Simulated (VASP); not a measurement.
Input of a VASP 6.6.1 run:

INCAR

```
PREC = Accurate ; ENCUT = 500
EDIFF = 1E-6 ; ISMEAR = 0
SIGMA = 0.1 ; LREAL = False
LASPH = True ; NELM = 120
ALGO = Normal ; ISIF = 2
LWAVE = False ; LCHARG = False
GGA = PE ; NBANDS = 48
GGA_COMPAT = False
```

Contents of KPOINTS:

```
regular mesh
0
Gamma
  4 4 2
```

POSCAR

```
Si2Sn5
1.0
    4.2234729340      0.0000000000      0.0000000000
    0.0000000000      4.2234729340      0.0000000000
    0.0000000000      0.0000000000     10.6489509504
Si Sn
2 5
Direct
    0.0000000000      0.5000000000      0.8686771702
    0.5000000000      0.0000000000      0.8686771702
    0.0000000000      0.5000000000      0.6092110051
    0.5000000000      0.0000000000      0.6092110051
    0.0000000000      0.5000000000      0.3096605344
    0.5000000000      0.0000000000      0.3096605344
    0.5000000000      0.5000000000      0.0437420508
```

Potentials or basis: VASP PAW PBE potentials, release 64 (Si, Sn_d).

The run is started by

```console
$ cat potpaw_PBE.64/Si/POTCAR potpaw_PBE.64/Sn_d/POTCAR > POTCAR
$ mpirun -np 1 vasp_std > vasp.out
```

Q: Estimate the pressure.

A: -0.1 GPa.

Q: Estimate the largest force.

A: 0.051 eV/Å.

Forces in eV/Å, atoms in the order of the input:
```
Si   0.000  0.000  0.027
Si   0.000  0.000  0.027
Sn   0.000  0.000 -0.018
Sn   0.000  0.000 -0.018
Sn   0.000  0.000 -0.033
Sn   0.000  0.000 -0.033
Sn   0.000  0.000  0.051
```

Caveat: the k points lie up to 0.37 Å⁻¹ apart, too coarse for converged energies and pressures of a metal.
